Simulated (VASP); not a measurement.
Input of a VASP 6.6.1 run:

Contents of INCAR:

```
PREC = Accurate
ENCUT = 500
EDIFF = 1E-6
ISMEAR = -1
SIGMA = 0.05
LREAL = F
LASPH = T
NELM = 120
ALGO = Normal
ISIF = 2
LWAVE = F
LCHARG = F
GGA = PS
NBANDS = 16
GGA_COMPAT = F
```

KPOINTS

```
Automatic mesh
0
Gamma
  7 7 7
```

POSCAR

```
AgB2
1.0
    0.0000000000      2.4479866488      2.4479866488
    2.4479866488      0.0000000000      2.4479866488
    2.4479866488      2.4479866488      0.0000000000
Ag B
1 2
Direct
    0.0000000000      0.0000000000      0.0000000000
    0.2500000000      0.2500000000      0.2500000000
    0.7500000000      0.7500000000      0.7500000000
```

Potentials or basis: VASP PAW PBE potentials, release 64 (Ag, B).

The run is started by

```console
$ cat potpaw_PBE.64/Ag/POTCAR potpaw_PBE.64/B/POTCAR > POTCAR
$ mpirun -np 1 vasp_std > vasp.out
```

**Question.** Estimate the band gap on the k mesh.

**Answer.** Zero (an odd number of electrons rules out a gap without spin polarisation).

**Question.** Predict the pressure.

**Answer.** 29.6 GPa.

Caveat: the cell stands under pressure; the PAW data sets were made with another functional, which shifts forces and pressure a little.
